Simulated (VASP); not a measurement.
# Ge4H in VASP: further runs

The runs below take Ge4H through single point, with PBE+D3(BJ).

All numbers are computed with VASP 6.6.1; they aren't measurements. Logs are shortened: lines on timing, memory, paths and dates and some standing lists are left out, and cuts for length are marked.

**1. The cell of the first run**

The cell holds a slab with vacuum, 5 atoms: a = 4.030 Å, b = 4.030 Å, c = 21.642 Å, α = 90.00°, β = 90.00°, γ = 90.00°.

**2. Single point, PBE+D3(BJ)**

INCAR

```
PREC = Accurate
ENCUT = 520
EDIFF = 1E-6
ISMEAR = 0
SIGMA = 0.1
LREAL = F
LASPH = T
NELM = 100
ALGO = Normal
ISIF = 2
LWAVE = F
LCHARG = F
LDIPOL = T
IDIPOL = 3
DIPOL = 0.5 0.5 0.328
GGA = PE
IVDW = 12
NBANDS = 36
```

KPOINTS

```
regular mesh
0
Gamma
  7 7 1
```

POSCAR

```
Ge4H
1.0
    4.0303587907      0.0000000000      0.0000000000
    0.0000000000      4.0303587907      0.0000000000
    0.0000000000      0.0000000000     21.6416627718
Ge H
4 1
Direct
    0.0000000000      0.5000000000      0.1848286817
    0.0000000000      0.0000000000      0.2506714513
    0.5000000000      0.0000000000      0.3196569899
    0.5000000000      0.5000000000      0.3854446333
    0.5000000000      0.8750000000      0.5009625594
```

Potentials or basis: VASP PAW PBE potentials, release 64 (Ge_d, H).

On the command line:

```sh
cat potpaw_PBE.64/Ge_d/POTCAR potpaw_PBE.64/H/POTCAR > POTCAR
mpirun -np 1 vasp_std > vasp.out
```

OUTCAR:

```text
PREC = Accurate
   ENCUT = 520
   EDIFF = 1E-6
   ISMEAR = 0
   LREAL = F
   LASPH = T
   NELM = 100
   ISIF = 2
   GGA = PE
   IVDW = 12
 IVDW          = 12

 ion  position               nearest neighbor table
   1  0.000  0.500  0.185-   2 2.47   2 2.47
   2  0.000  0.000  0.251-   1 2.47   1 2.47   3 2.51   3 2.51
   3  0.500  0.000  0.320-   4 2.47   4 2.47   2 2.51   2 2.51
   4  0.500  0.500  0.385-   3 2.47   3 2.47
   5  0.500  0.875  0.501-

  LATTYP: Found a simple tetragonal cell.
 ALAT       =     4.0303587907
 C/A-ratio  =     5.3696615849

  Lattice vectors:

 A1 = (   4.0303587907,   0.0000000000,   0.0000000000)
 A2 = (   0.0000000000,   4.0303587907,   0.0000000000)
 A3 = (   0.0000000000,   0.0000000000,  21.6416627718)

Analysis of symmetry for initial positions (statically):
=====================================================================
 Subroutine PRICEL returns:
 Original cell was already a primitive cell.

 Routine SETGRP: Setting up the symmetry group for a
 simple tetragonal supercell.

 Subroutine GETGRP returns: Found  2 space group operations
 (whereof  2 operations were pure point group operations)
 out of a pool of 16 trial point group operations.

The static configuration has the point symmetry C_1h.

Analysis of symmetry for dynamics (positions and initial velocities):
=====================================================================
 Subroutine PRICEL returns:
 Original cell was already a primitive cell.

 Routine SETGRP: Setting up the symmetry group for a
 simple tetragonal supercell.

 Subroutine GETGRP returns: Found  2 space group operations
 (whereof  2 operations were pure point group operations)
 out of a pool of 16 trial point group operations.

The dynamic configuration has the point symmetry C_1h.

 Subroutine INISYM returns: Found  2 space group operations
 (whereof  2 operations are pure point group operations),
 and found     1 'primitive' translations

----------------------------------------------------------------------------------------

                                     Primitive cell

  volume of cell :     351.5427

  direct lattice vectors                    reciprocal lattice vectors
     4.030358791  0.000000000  0.000000000     0.248116868  0.000000000  0.000000000
     0.000000000  4.030358791  0.000000000     0.000000000  0.248116868  0.000000000
     0.000000000  0.000000000 21.641662772     0.000000000  0.000000000  0.046207170

  length of vectors
     4.030358791  4.030358791 21.641662772     0.248116868  0.248116868  0.046207170

  position of ions in fractional coordinates (direct lattice)
[... 88 lines left out ...]
   NUPDOWN=      -1.0000    fix difference up-down
   EMIN   =  10.00;   EMAX   =-10.00  energy-range for DOS
   EFERMI =   0.00;   METHOD = LEGACY
   ISMEAR =     0;   SIGMA  =   0.10  broadening in eV -4-tet -1-fermi 0-gaus
   EFERMI_NEDOS =   21; number of points for ismear=-14 and -15
   IALGO  =     38    algorithm
   IMIX   =      4    mixing-type and parameters
     AMIX     =   0.40;   BMIX     =  1.00
     AMIX_MAG =   1.60;   BMIX_MAG =  1.00
  volume/ion in A,a.u.               =      70.31       474.47
  Fermi-wavevector in a.u.,A,eV,Ry     =   0.892703  1.686964 10.842742  0.796919
  Thomas-Fermi vector in A             =   2.014686
   LORBIT       =      0    0 simple, 1 ext, 2 COOP (PROOUT), +10 PAW based schemes
   GGA     = PE    functional components
   LHFCALC =     F    Hartree Fock is set to
   AEXX    =    0.0000 exact exchange contribution
   IVDW    =    12    specifies the selected vdW correction
   LEPSILON=     F    determine dielectric tensor
   LRPA    =     F    only Hartree local field effects (RPA)
 non-spin polarized calculation
 Gauss-broadening in eV      SIGMA  =   0.10
  energy-cutoff  :      520.00
  volume of cell :      351.54
 maximum number of plane-waves:      9517
 NGX is ok and might be reduce to    30
   NGX = 15   NGY = 15   NGZ = 81

 dipolmoment           0.000000      0.000000     -0.001979 electrons x Angstroem

 number of electron      56.9999905 magnetization

 dipolmoment           0.000000      0.000000      0.118213 electrons x Angstroem

 Free energy of the ion-electron system (eV)
  ---------------------------------------------------
  ext. energy  EPLUGINS =         0.00000000
  ---------------------------------------------------
  free energy    TOTEN  =       -16.36160797 eV

  energy without entropy =      -16.34722150  energy(sigma->0) =      -16.35441474

 E-fermi :  -2.8694     XC(G=0):  -3.7555

 val. band max:       -2.8836848959   @ k =  -0.2857   0.4286   0.0000
 cond. band min:      -2.7151897444   @ k =   0.0000   0.4286   0.0000
 fundamental gap:      0.1684951515
 Fermi energy:        -2.8693778929

 k-point     1 :       0.0000    0.0000    0.0000
  band No.  band energies     occupation
      1     -27.4706      2.00000
      2     -27.4390      2.00000
      3     -27.4106      2.00000
      4     -27.3987      2.00000
      5     -27.3479      2.00000
      6     -27.1989      2.00000
[... 613 lines left out ...]
     35       2.0711      0.00000
     36       3.3301      0.00000

------------------------ aborting loop because EDIFF is reached ----------------------------------------

 vacuum level on the upper side and lower side of the slab       (xc-potential included)         0.458        -0.821

 Edisp (eV)   -0.89980

 E8    (eV) :    -0.4134

  FORCE on cell =-STRESS in cart. coord.  units (eV):
  Direction    XX          YY          ZZ          XY          YZ          ZX
  --------------------------------------------------------------------------------------
  -------------------------------------------------------------------------------------
  Total      -3.08771    -0.57322    -2.50341     0.00000    -1.55970     0.00000
  in kB     -14.07244    -2.61250   -11.40942     0.00000    -7.10842     0.00000
  external pressure =       -9.36 kB  Pullay stress =        0.00 kB

 VOLUME and BASIS-vectors are now :
 -----------------------------------------------------------------------------
  energy-cutoff  :      520.00
  volume of cell :      351.54
      direct lattice vectors                 reciprocal lattice vectors
     4.030358791  0.000000000  0.000000000     0.248116868  0.000000000  0.000000000
     0.000000000  4.030358791  0.000000000     0.000000000  0.248116868  0.000000000
     0.000000000  0.000000000 21.641662772     0.000000000  0.000000000  0.046207170

 POSITION                                       TOTAL-FORCE (eV/Angst)
 -----------------------------------------------------------------------------------
      0.00000      2.01518      4.00000         0.000000      0.071667     -0.142586
      0.00000      0.00000      5.42495         0.000000      0.073192      0.221215
      2.01518      0.00000      6.91791         0.000000     -0.245685     -0.040445
      2.01518      2.01518      8.34166         0.000000      0.654730      0.959579
      2.01518      3.52656     10.84166         0.000000     -0.553904     -0.997763
 -----------------------------------------------------------------------------------
    total drift:                                0.000000     -0.000036     -0.001808

  FREE ENERGIE OF THE ION-ELECTRON SYSTEM (eV)
  ---------------------------------------------------
  free  energy   TOTEN  =       -17.2614119361 eV

  energy  without entropy=      -17.2470254656  energy(sigma->0) =      -17.25421870

 vacuum level on the upper side and lower side of the slab         3.197         1.885
```

OSZICAR:

```text
N       E                     dE             d eps       ncg     rms          rms(c)
DAV:   1     0.441455337266E+03    0.44146E+03   -0.29623E+04  1396   0.231E+03
DAV:   2     0.498950138185E+02   -0.39156E+03   -0.38506E+03  1392   0.547E+02
DAV:   3    -0.138499027831E+02   -0.63745E+02   -0.63294E+02  1616   0.177E+02
DAV:   4    -0.167397852047E+02   -0.28899E+01   -0.28828E+01  1328   0.455E+01
[... 16 lines left out ...]
DAV:  21    -0.163615892112E+02   -0.13060E-04   -0.19062E-06   976   0.136E-02    0.136E-03
DAV:  22    -0.163616031719E+02   -0.13961E-04   -0.12181E-06   900   0.299E-02    0.847E-04
DAV:  23    -0.163616052907E+02   -0.21188E-05   -0.19598E-07   880   0.572E-03    0.332E-04
DAV:  24    -0.163616076449E+02   -0.23542E-05   -0.17979E-07   812   0.491E-03    0.181E-04
DAV:  25    -0.163616079740E+02   -0.32913E-06   -0.48659E-08   776   0.469E-03
   1 F= -.17261412E+02 E0= -.17254219E+02  d E =-.143865E-01
```

Wall time 6 min (1 thread of Intel Xeon 6975P-C (Granite Rapids), shared host); peak memory 0.47 GiB.

Results:

```
Free energy                : -17.2614 eV
Largest force              : 1.162 eV/Å
Dispersion energy per atom : -0.180 eV
```

Forces on the atoms (eV/Å):
```
Ge   0.000  0.072 -0.143
Ge   0.000  0.073  0.221
Ge   0.000 -0.246 -0.040
Ge   0.000  0.655  0.960
H    0.000 -0.554 -0.998
```

**3. Single point, PBE+D3(BJ)**

INCAR

```
SYSTEM = Ge4H
PREC = Accurate ; ENCUT = 520
EDIFF = 1E-6 ; ISMEAR = 0
SIGMA = 0.1 ; LREAL = .False.
LASPH = .True. ; NELM = 60
ALGO = Normal ; ISIF = 2
LWAVE = .False. ; LCHARG = .True.
LDIPOL = .True. ; IDIPOL = 3
DIPOL = 0.5 0.5 0.328 ; GGA = PE
IVDW = 12 ; LELF = .True.
LVHAR = .True. ; LVACPOTAV = .True.
NBANDS = 36
```

KPOINTS

```
Automatic mesh
0
Gamma
  7 7 1
  0 0 0
```

Edit POSCAR of step 2 so:

```diff
@@ -12,2 +12,2 @@
     0.5000000000      0.5000000000      0.3854446333
-    0.5000000000      0.8750000000      0.5009625594
+    0.8750000000      0.5000000000      0.5009625594
```

Potentials or basis: VASP PAW PBE potentials, release 64 (Ge_d, H).

On the command line:

```sh
cat potpaw_PBE.64/Ge_d/POTCAR potpaw_PBE.64/H/POTCAR > POTCAR
mpirun -np 1 vasp_std > vasp.out
```

Wall time 7.1 min (1 thread of Intel Xeon 6975P-C (Granite Rapids), shared host); peak memory 0.47 GiB.

It converged, with:

- Free energy: -17.4809 eV
- Largest force: 1.288 eV/Å
- Dispersion energy per atom: -0.180 eV

Forces on the atoms (eV/Å):
```
Ge  -0.059  0.000 -0.227
Ge   0.113  0.000  0.286
Ge   0.002  0.000  0.071
Ge   0.295  0.000  1.109
H   -0.351  0.000 -1.240
```

Levels at points of the mesh, in eV from the Fermi level:
| k point | band 25 | band 26 | band 27 | band 28 | band 29 | band 30 | band 31 | band 32 |
| --- | --- | --- | --- | --- | --- | --- | --- | --- |
| (0.00, 0.00, 0.00) | -1.80 | -1.54 | -0.75 | -0.38 | 1.03 | 1.28 | 1.87 | 2.04 |

**4. Single point, PBE+D3(BJ)**

INCAR

```
SYSTEM = Ge4H
  PREC = Accurate
  ENCUT = 520
  EDIFF = 1E-7
  ISMEAR = 0
  SIGMA = 0.1
  LREAL = .False.
  LASPH = .True.
  NELM = 60
  ALGO = Normal
  ISIF = 2
  LWAVE = .False.
  LCHARG = .False.
  LDIPOL = .True.
  IDIPOL = 3
  DIPOL = 0.5 0.5 0.328
  GGA = PE
  IVDW = 12
  NBANDS = 36
```

KPOINTS is that of step 3.

Edit POSCAR of step 3 so:

```diff
@@ -12,2 +12,2 @@
     0.5000000000      0.5000000000      0.3854446333
-    0.8750000000      0.5000000000      0.5009625594
+    0.6250000000      1.0000000000      0.5009625594
```

On the command line:

```sh
cat potpaw_PBE.64/Ge_d/POTCAR potpaw_PBE.64/H/POTCAR > POTCAR
mpirun -np 1 vasp_std > vasp.out
```

It took 7.5 min on 1 thread of Intel Xeon 6975P-C (Granite Rapids), shared host; peak memory 0.47 GiB.

It converged, with:

| Quantity | Value |
| --- | --- |
| Free energy | -17.0785 eV |
| Largest force | 0.820 eV/Å |
| Dispersion energy per atom | -0.180 eV |

Forces in eV/Å, atoms in the order of the input:
```
Ge  -0.018  0.000 -0.110
Ge   0.052  0.000  0.194
Ge  -0.018  0.000 -0.146
Ge   0.093  0.000  0.815
H   -0.110  0.000 -0.753
```

Levels at points of the mesh, in eV from the Fermi level:
```tsv
k point	band 24	band 25	band 26	band 27	band 28	band 29	band 30	band 31	band 32	band 33
(0.00, 0.00, 0.00)	-2.81	-1.74	-1.48	-0.68	-0.34	0.99	1.30	1.93	2.10	2.56
```

**5. Single point, PBE+D3(BJ)**

INCAR

```
  PREC = Accurate
  ENCUT = 520
  EDIFF = 1E-6
  ISMEAR = 0
  SIGMA = 0.1
  LREAL = F
  LASPH = T
  NELM = 80
  ALGO = Normal
  ISIF = 2
  LWAVE = F
  LCHARG = F
  LDIPOL = T
  IDIPOL = 3
  DIPOL = 0.5 0.5 0.328
  GGA = PE
  IVDW = 12
  NBANDS = 36
```

KPOINTS

```
Automatic mesh
0
Gamma
  7 7 1
```

Edit POSCAR of step 4 so:

```diff
@@ -12,2 +12,2 @@
     0.5000000000      0.5000000000      0.3854446333
-    0.6250000000      1.0000000000      0.5009625594
+    1.0000000000      0.6250000000      0.5009625594
```

On the command line:

```sh
cat potpaw_PBE.64/Ge_d/POTCAR potpaw_PBE.64/H/POTCAR > POTCAR
mpirun -np 1 vasp_std > vasp.out
```

Wall time 6.3 min (1 thread of Intel Xeon 6975P-C (Granite Rapids), shared host); peak memory 0.47 GiB.

The run converged. Its results:

```yaml
Free_energy: -17.3268 eV
Largest_force: 1.050 eV/Å
Dispersion_energy_per_atom: -0.180 eV
```

Forces on the atoms (eV/Å):
```
Ge   0.000  0.004 -0.211
Ge   0.000  0.045  0.293
Ge   0.000 -0.081  0.006
Ge   0.000  0.260  0.938
H    0.000 -0.227 -1.025
```

Levels at points of the mesh, in eV from the Fermi level:
| k point | band 26 | band 27 | band 28 | band 29 | band 30 | band 31 |
| --- | --- | --- | --- | --- | --- | --- |
| (0.00, 0.00, 0.00) | -1.51 | -0.69 | -0.36 | 1.02 | 1.27 | 1.89 |
